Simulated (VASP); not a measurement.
Runs of VASP 6.6.1 on Hf. The structure is that of space group Im-3m (No. 229), or close to it. The cells are those of the table. 

```tsv
cell	k mesh	gap on the mesh (eV)	pressure (GPa)
a = 2.585 Å, angles 109.5°, 1 atom	18 × 18 × 18	none	99.2
a = 2.717 Å, angles 109.5°, 1 atom	18 × 18 × 18	none	(a)
a = 2.984 Å, angles 109.5°, 1 atom	18 × 18 × 18	none	-0.2
a = 2.793 Å, angles 109.5°, 1 atom	18 × 18 × 18	none	29.8
a = 2.643 Å, angles 109.5°, 1 atom	18 × 18 × 18	none	(b)
a = 2.892 Å, angles 109.5°, 1 atom	18 × 18 × 18	none	11.7
a = 2.724 Å, angles 109.5°, 1 atom	8 × 8 × 8	none	49.2
a = 3.126 Å, angles 109.5°, 1 atom	8 × 8 × 8	none	-13.0
```

Alike in all rows: task single point; level PBEsol+D3(BJ); potentials or basis VASP PAW PBE potentials, release 64 (Hf_pv); no spin polarisation; cutoff (eV) 500; smearing gaussian 0.1 eV.

Estimate the missing entries.

(a) 49.8; (b) 74.6.

Caveats: the PAW data sets were made with another functional, which shifts forces and pressure a little; spin-orbit coupling is left out, which moves the levels of the heavy elements; pairwise dispersion overbinds metals, which lowers pressure and volume.

A k mesh can miss the band edges, and the runs leave out spin-orbit coupling on Hf.

A gap of «none» marks levels without a gap at the run's occupations.
